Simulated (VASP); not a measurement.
# BP2 (P-4m2) in VASP: single point with PBE

Aim: the single point of BP2 with PBE.

Everything below comes from runs of VASP 6.6.1. Logs are shortened: lines on timing, memory, paths and dates and some standing lists are left out, and cuts for length are marked.

## 1. The cell of the first run

Symmetry: P-4m2, No. 115, tetragonal system. Conventional cell: a = 3.124 Å, b = 3.124 Å, c = 4.408 Å, α = 90.00°, β = 90.00°, γ = 90.00°. B (site symmetry -4m2) has 4 P at 1.93 Å within 2.6 Å. P (site symmetry 2mm) has 2 B at 1.93 Å within 2.6 Å.

The cell was built from a structure type or drawn by symmetry, and may not be a known phase.

## 2. Single point, PBE

Input file INCAR:

```
SYSTEM = BP2
PREC = Accurate
ENCUT = 500
EDIFF = 1E-6
ISMEAR = 0
SIGMA = 0.2
LREAL = .FALSE.
LASPH = .TRUE.
NELM = 120
ALGO = Normal
ISIF = 2
LWAVE = .FALSE.
LCHARG = .TRUE.
GGA = PE
LELF = .TRUE.
LVHAR = .TRUE.
NBANDS = 14
GGA_COMPAT = .FALSE.
```

Input file KPOINTS:

```
Automatic mesh
0
G
  6 6 4
  0 0 0
```

Input file POSCAR:

```
BP2
1.0
    3.1241483475      0.0000000000      0.0000000000
    0.0000000000      3.1241483475      0.0000000000
    0.0000000000      0.0000000000      4.4080846701
B P
1 2
Direct
    0.0000000000      0.0000000000      0.5000000000
    0.5000000000      0.0000000000      0.7589002260
    0.0000000000      0.5000000000      0.2410997740
```

Potentials or basis: VASP PAW PBE potentials, release 64 (B, P).

On the command line:

```
$ cat potpaw_PBE.64/B/POTCAR potpaw_PBE.64/P/POTCAR > POTCAR
$ mpirun -np 1 vasp_std > vasp.out
```

OUTCAR:

```text
SYSTEM = BP2
   PREC = Accurate
   ENCUT = 500
   EDIFF = 1E-6
   ISMEAR = 0
   LREAL = .FALSE.
   LASPH = .TRUE.
   NELM = 120
   ISIF = 2
   GGA = PE

 ion  position               nearest neighbor table
   1  0.000  0.000  0.500-   2 1.93   3 1.93   3 1.93   2 1.93
   2  0.500  0.000  0.759-   1 1.93   1 1.93
   3  0.000  0.500  0.241-   1 1.93   1 1.93

  LATTYP: Found a simple tetragonal cell.
 ALAT       =     3.1241483475
 C/A-ratio  =     1.4109716248

  Lattice vectors:

 A1 = (   3.1241483475,   0.0000000000,   0.0000000000)
 A2 = (   0.0000000000,   3.1241483475,   0.0000000000)
 A3 = (   0.0000000000,   0.0000000000,   4.4080846701)

Analysis of symmetry for initial positions (statically):
=====================================================================
 Subroutine PRICEL returns:
 Original cell was already a primitive cell.

 Routine SETGRP: Setting up the symmetry group for a
 simple tetragonal supercell.

 Subroutine GETGRP returns: Found  8 space group operations
 (whereof  8 operations were pure point group operations)
 out of a pool of 16 trial point group operations.

The static configuration has the point symmetry D_2d.

Analysis of symmetry for dynamics (positions and initial velocities):
=====================================================================
 Subroutine PRICEL returns:
 Original cell was already a primitive cell.

 Routine SETGRP: Setting up the symmetry group for a
 simple tetragonal supercell.

 Subroutine GETGRP returns: Found  8 space group operations
 (whereof  8 operations were pure point group operations)
 out of a pool of 16 trial point group operations.

The dynamic configuration has the point symmetry D_2d.

 Subroutine INISYM returns: Found  8 space group operations
 (whereof  8 operations are pure point group operations),
 and found     1 'primitive' translations

----------------------------------------------------------------------------------------

                                     Primitive cell

  volume of cell :      43.0242

  direct lattice vectors                    reciprocal lattice vectors
     3.124148347  0.000000000  0.000000000     0.320087233  0.000000000  0.000000000
     0.000000000  3.124148347  0.000000000     0.000000000  0.320087233  0.000000000
     0.000000000  0.000000000  4.408084670     0.000000000  0.000000000  0.226855897

  length of vectors
     3.124148347  3.124148347  4.408084670     0.320087233  0.320087233  0.226855897

  position of ions in fractional coordinates (direct lattice)
     0.000000000  0.000000000  0.500000000
     0.500000000  0.000000000  0.758900226
     0.000000000  0.500000000  0.241099774

  ion indices of the primitive-cell ions
   primitive index   ion index
                 1           1
                 2           2
                 3           3

----------------------------------------------------------------------------------------

 KPOINTS: Automatic mesh

Automatic generation of k-mesh.
 Grid dimensions read from file:
 generate k-points for:    6    6    4

 Generating k-lattice:

  Cartesian coordinates                     Fractional coordinates (reciprocal lattice)
     0.053347872  0.000000000  0.000000000     0.166666667  0.000000000  0.000000000
     0.000000000  0.053347872  0.000000000     0.000000000  0.166666667  0.000000000
     0.000000000  0.000000000  0.056713974     0.000000000  0.000000000  0.250000000

  Length of vectors
     0.053347872  0.053347872  0.056713974

  Shift w.r.t. Gamma in fractional coordinates (k-lattice)
     0.000000000  0.000000000  0.000000000

 Subroutine IBZKPT returns following result:
 ===========================================

 Found     30 irreducible k-points:

 Following reciprocal coordinates:
            Coordinates               Weight
  0.000000  0.000000  0.000000      1.000000
  0.166667  0.000000  0.000000      4.000000
  0.333333  0.000000  0.000000      4.000000
  0.500000  0.000000  0.000000      2.000000
  0.166667  0.166667  0.000000      4.000000
  0.333333  0.166667  0.000000      8.000000
[... 16 lines left out ...]
  0.333333  0.000000  0.500000      4.000000
  0.500000  0.000000  0.500000      2.000000
 [... further k-points ...]
   k-points           NKPTS =     30   k-points in BZ     NKDIM =     30   number of bands    NBANDS=     14
   number of dos      NEDOS =    301   number of ions     NIONS =      3
   total plane-waves  NPLWV =  18432
   dimension x,y,z NGX =    24 NGY =   24 NGZ =   32
   dimension x,y,z NGXF=    48 NGYF=   48 NGZF=   64
   ions per type =               1   2
   NGX,Y,Z   is equivalent  to a cutoff of  12.77, 12.77, 12.07 a.u.
   NGXF,Y,Z  is equivalent  to a cutoff of  25.54, 25.54, 24.14 a.u.
 SYSTEM =  BP2
   PREC   = accura    normal or accurate (medium, high low for compatibility)
   ISTART =      0    job   : 0-new  1-cont  2-samecut
   ICHARG =      2    charge: 1-file 2-atom 10-const
   ISPIN  =      1    spin polarized calculation?
   LNONCOLLINEAR =      F non collinear calculations
   LSORBIT =      F    spin-orbit coupling
   LASPH  =      T    aspherical Exc in radial PAW
   ENCUT  =  500.0 eV  36.75 Ry    6.06 a.u.   5.70  5.70  8.04*2*pi/ulx,y,z
   NELM   =    120;   NELMIN=  2; NELMDL= -5     # of ELM steps
   EDIFF  = 0.1E-05   stopping-criterion for ELM
   LREAL  =      F    real-space projection
[... 7 lines left out ...]
   TEBEG  =    0.0;   TEEND  =   0.0 temperature during run
   PSTRESS=    0.0 pullay stress
   NELECT =      13.0000    total number of electrons
   NUPDOWN=      -1.0000    fix difference up-down
   EMIN   =  10.00;   EMAX   =-10.00  energy-range for DOS
   EFERMI =   0.00;   METHOD = LEGACY
   ISMEAR =     0;   SIGMA  =   0.20  broadening in eV -4-tet -1-fermi 0-gaus
   EFERMI_NEDOS =   21; number of points for ismear=-14 and -15
   IALGO  =     38    algorithm
   IMIX   =      4    mixing-type and parameters
     AMIX     =   0.40;   BMIX     =  1.00
     AMIX_MAG =   1.60;   BMIX_MAG =  1.00
  volume/ion in A,a.u.               =      14.34        96.78
  Fermi-wavevector in a.u.,A,eV,Ry     =   1.098546  2.075951 16.419553  1.206803
  Thomas-Fermi vector in A             =   2.234925
   LORBIT       =      0    0 simple, 1 ext, 2 COOP (PROOUT), +10 PAW based schemes
   GGA     = PE    functional components
   LHFCALC =     F    Hartree Fock is set to
   AEXX    =    0.0000 exact exchange contribution
   IVDW    =     0    specifies the selected vdW correction
   LEPSILON=     F    determine dielectric tensor
   LRPA    =     F    only Hartree local field effects (RPA)
 non-spin polarized calculation
 Gauss-broadening in eV      SIGMA  =   0.20
  energy-cutoff  :      500.00
  volume of cell :       43.02
 maximum number of plane-waves:      1120
 NGX is ok and might be reduce to    24
   NGX = 11   NGY = 11   NGZ = 17

 number of electron      13.0000003 magnetization

 Free energy of the ion-electron system (eV)
  ---------------------------------------------------
  ext. energy  EPLUGINS =         0.00000000
  ---------------------------------------------------
  free energy    TOTEN  =       -16.50504313 eV

  energy without entropy =      -16.48022568  energy(sigma->0) =      -16.49263441

 E-fermi :   6.4924     XC(G=0): -10.5710

 val. band max:        6.4847602955   @ k =   0.5000   0.0000   0.2500
 cond. band min:       6.5295087560   @ k =   0.3333   0.3333   0.0000
 fundamental gap:      0.0447484605
 Fermi energy:         6.4923582595

 k-point     1 :       0.0000    0.0000    0.0000
  band No.  band energies     occupation
      1      -8.1782      2.00000
      2      -3.0131      2.00000
      3       0.2818      2.00000
      4       3.7497      2.00000
      5       3.7497      2.00000
      6       8.8700      0.00000
      7       9.4248      0.00000
      8       9.5803      0.00000
      9       9.5803      0.00000
     10       9.6824      0.00000
     11      12.8374      0.00000
     12      12.8374      0.00000
     13      13.3576      0.00000
     14      17.6250      0.00000

 k-point     2 :       0.1667    0.0000    0.0000
  band No.  band energies     occupation
      1      -7.8275      2.00000
      2      -2.9307      2.00000
      3       0.5723      2.00000
      4       2.1143      2.00000
      5       3.9906      2.00000
      6       7.5024      0.00000
      7       8.0308      0.00000
      8       9.5056      0.00000
      9       9.7145      0.00000
     10      11.7994      0.00000
     11      13.0416      0.00000
     12      13.5216      0.00000
     13      14.4141      0.00000
     14      18.2469      0.00000

 k-point     3 :       0.3333    0.0000    0.0000
  band No.  band energies     occupation
      1      -6.8137      2.00000
      2      -3.3794      2.00000
      3       0.3879      2.00000
      4       1.8107      2.00000
      5       4.5831      2.00000
      6       4.9535      2.00000
      7       5.6349      2.00000
      8       9.1282      0.00000
      9      10.5595      0.00000
     10      13.5315      0.00000
     11      13.8312      0.00000
     12      14.6455      0.00000
     13      16.8131      0.00000
     14      17.4963      0.00000
[... 324 lines left out ...]
 k-point    23 :       0.3333    0.0000    0.5000
  band No.  band energies     occupation
      1      -6.0006      2.00000
      2      -4.5620      2.00000
      3      -0.4905      2.00000
      4       1.5110      2.00000
      5       4.8600      2.00000
      6       6.4346      1.31725
      7       7.8062      0.00000
      8       8.5838      0.00000
      9      11.4745      0.00000
     10      12.9467      0.00000
     11      13.0993      0.00000
     12      13.8556      0.00000
     13      15.2036      0.00000
     14      16.5198      0.00000

 k-point    24 :       0.5000    0.0000    0.5000
  band No.  band energies     occupation
      1      -5.1747      2.00000
      2      -4.1564      2.00000
      3      -1.6145      2.00000
      4       0.1348      2.00000
      5       5.1454      2.00000
      6       6.7858      0.03800
      7       8.2627      0.00000
      8       8.9920      0.00000
      9      11.4687      0.00000
     10      12.2298      0.00000
     11      12.6160      0.00000
     12      13.9434      0.00000
     13      14.4641      0.00000
     14      15.6030      0.00000

 [... further k-points ...]

------------------------ aborting loop because EDIFF is reached ----------------------------------------

  FORCE on cell =-STRESS in cart. coord.  units (eV):
  Direction    XX          YY          ZZ          XY          YZ          ZX
  --------------------------------------------------------------------------------------
  -------------------------------------------------------------------------------------
  Total       -0.2130269     -0.2130269     -0.1196303      0.0000000      0.0000000      0.0000000
  in kB       -7.9328984     -7.9328984     -4.4549077      0.0000000      0.0000000      0.0000000
  external PRESSURE =      -6.7735682 kB  Pullay stress =       0.0000000 kB

 VOLUME and BASIS-vectors are now :
 -----------------------------------------------------------------------------
  energy-cutoff  :      500.00
  volume of cell :       43.02
      direct lattice vectors                 reciprocal lattice vectors
     3.124148347  0.000000000  0.000000000     0.320087233  0.000000000  0.000000000
     0.000000000  3.124148347  0.000000000     0.000000000  0.320087233  0.000000000
     0.000000000  0.000000000  4.408084670     0.000000000  0.000000000  0.226855897

 POSITION                                       TOTAL-FORCE (eV/Angst)
 -----------------------------------------------------------------------------------
      0.00000      0.00000      2.20404         0.000000      0.000000      0.000000
      1.56207      0.00000      3.34530        -0.000000     -0.000000      0.015283
      0.00000      1.56207      1.06279         0.000000     -0.000000     -0.015283
 -----------------------------------------------------------------------------------
    total drift:                               -0.000000      0.000000     -0.000000

  FREE ENERGIE OF THE ION-ELECTRON SYSTEM (eV)
  ---------------------------------------------------
  free  energy   TOTEN  =       -16.5050431260 eV

  energy  without entropy=      -16.4802256842  energy(sigma->0) =      -16.49263441
```

It took 20 s on 1 thread of Intel Xeon 8259CL, shared host; peak memory 0.15 GiB.

What came out:

| Item | Value |
| --- | --- |
| Free energy | -16.5050 eV |
| Pressure | -0.7 GPa |
| Largest force | 0.015 eV/Å |
| Band gap on the k mesh | zero (an odd number of electrons rules out a gap without spin polarisation) |

Forces on the atoms (eV/Å):
```
B    0.000  0.000  0.000
P    0.000  0.000  0.015
P    0.000  0.000 -0.015
```
